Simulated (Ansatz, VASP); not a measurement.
One calculation of SnO, two programs

```xyz
8
Lattice="3.8202 0.0000 0.0000 0.0000 3.8202 0.0000 0.0000 0.0000 22.2261" Properties=species:S:1:pos:R:3 pbc="T T T"
Sn    2.8651    0.9550    4.5000
Sn    0.9550    2.8651    6.8630
Sn    0.9550    2.8651   10.6630
Sn   -0.9550    4.7752   13.0261
O     0.9550    0.9550    5.6815
O     2.8651    2.8651    5.6815
O    -0.9550    2.8651   11.8446
O     0.9550    4.7752   11.8446
```

Alike in both runs: task single point; functional PBE; dispersion D3(BJ); k mesh 7 × 7 × 1; occupations gaussian, width 0.05 eV; no spin polarisation.

|  | VASP | Ansatz |
| --- | --- | --- |
| version | VASP 6.6.1 | Ansatz 0.2.0 |
| potentials or method | VASP PAW PBE potentials, release 64 (Sn_d, O), cutoff 520 eV | scalar-relativistic, plane waves, PAW |
| valence electrons in the cell | 80 | 80 |

```csv
,VASP,Ansatz,Ansatz less VASP
gap on the k mesh at the Fermi level (eV),1.99,2.00,+0.006
least direct gap on the mesh (eV),2.21,2.21,+0.009
rms of the force components (eV/Å),0.076,0.100,+0.0245
```
